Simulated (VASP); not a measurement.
Write the native input for VASP 6.6.1 that does the following.

```
Task                   : single point
Functional             : PBEsol
Potentials or basis    : VASP PAW PBE potentials, release 64 (Al)
Cutoff                 : 520 eV
k mesh                 : 16 × 16 × 16
Occupations            : fermi-dirac, width 0.1 eV
Spin                   : no spin polarisation
Dipole correction      : no
Further INCAR settings : ALGO = Normal; EDIFF = 1e-07; NBANDS = 8
```

The structure of Al lies in POSCAR:

```
Al
1.0
    0.0000000000      1.8940106875      1.8940106875
    1.8940106875      0.0000000000      1.8940106875
    1.8940106875      1.8940106875      0.0000000000
Al
1
Direct
    0.0000000000      0.0000000000      0.0000000000
```

This cell differs from its parent crystal: volume scaled by 0.84.

One way to write it, as run:

INCAR

```
PREC = Accurate ; ENCUT = 520
EDIFF = 1E-7 ; ISMEAR = -1
SIGMA = 0.1 ; LREAL = False
LASPH = True ; NELM = 80
ALGO = Normal ; ISIF = 2
LWAVE = False ; LCHARG = True
GGA = PS ; LELF = True
LVHAR = True ; NBANDS = 8
```

KPOINTS

```
Automatic mesh
0
Gamma
  16 16 16
```

Potentials or basis: VASP PAW PBE potentials, release 64 (Al).

Run with:

```sh
$ cat potpaw_PBE.64/Al/POTCAR > POTCAR
$ mpirun -np 1 vasp_std > vasp.out
```

It gave:

```yaml
Pressure: 21.4 GPa
```

Caveat: the PAW data sets were made with another functional, which shifts forces and pressure a little.

It took 24 s on 1 thread of AMD EPYC 7R13, with other jobs on the host, peak memory 0.1 GiB.
